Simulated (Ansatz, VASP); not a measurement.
Al: VASP beside Ansatz

File INCAR:

```
  ALGO = Normal
  EDIFF = 1E-6
  ENCUT = 520
  GGA = CA
  ISIF = 2
  ISMEAR = 0
  LASPH = T
  LCHARG = F
  LREAL = F
  LWAVE = F
  NBANDS = 8
  NELM = 80
  PREC = Accurate
  SIGMA = 0.15
```

The input KPOINTS:

```
k-points
0
Gamma
  20 20 20
```

The input POSCAR:

```
Al
1.0
   -1.5116577555      1.5116577555      1.5116577555
    1.5116577555     -1.5116577555      1.5116577555
    1.5116577555      1.5116577555     -1.5116577555
Al
1
Direct
    0.0000000000      0.0000000000      0.0000000000
```

Input for Ansatz:

```yaml
crystal:
  lattice:
    - [-1.5116577555, 1.5116577555, 1.5116577555]
    - [1.5116577555, -1.5116577555, 1.5116577555]
    - [1.5116577555, 1.5116577555, -1.5116577555]
  atoms:
    - { symbol: Al, position: [0.0, 0.0, 0.0] }
basis:
  ecutwfc: 420
kpoints:
  mp_grid: { grid: [20, 20, 20] }
hamiltonian:
  xc: lda
scf:
  occupations: { method: gaussian, width: 0.15 }
output:
  forces: true
  stress: true
  eigenvalues: true
```

Change from the starting cell: strain -0.050 along x and y, -0.050 along z, atoms carried along.

Alike in both runs: task single point; functional LDA; k mesh 20 × 20 × 20; occupations gaussian, width 0.15 eV; no spin polarisation.

|  | VASP | Ansatz |
| --- | --- | --- |
| version | VASP 6.6.1 | Ansatz 0.2.0 |
| potentials or method | VASP PAW LDA potentials, release 64 (Al), cutoff 520 eV | scalar-relativistic, plane waves, PAW |
| valence electrons in the cell | 3 | 3 |

|  | VASP | Ansatz | Ansatz less VASP |
| --- | --- | --- | --- |
| gap on the k mesh at the Fermi level (eV) | none | none | - |
| pressure (GPa) | 16.9 | 16.7 | -0.18 |

LDA's correlation is that of Perdew and Zunger in VASP and of Perdew and Wang (1992) in Ansatz. A gap of «none» marks a metal or a gap that the smearing closes.
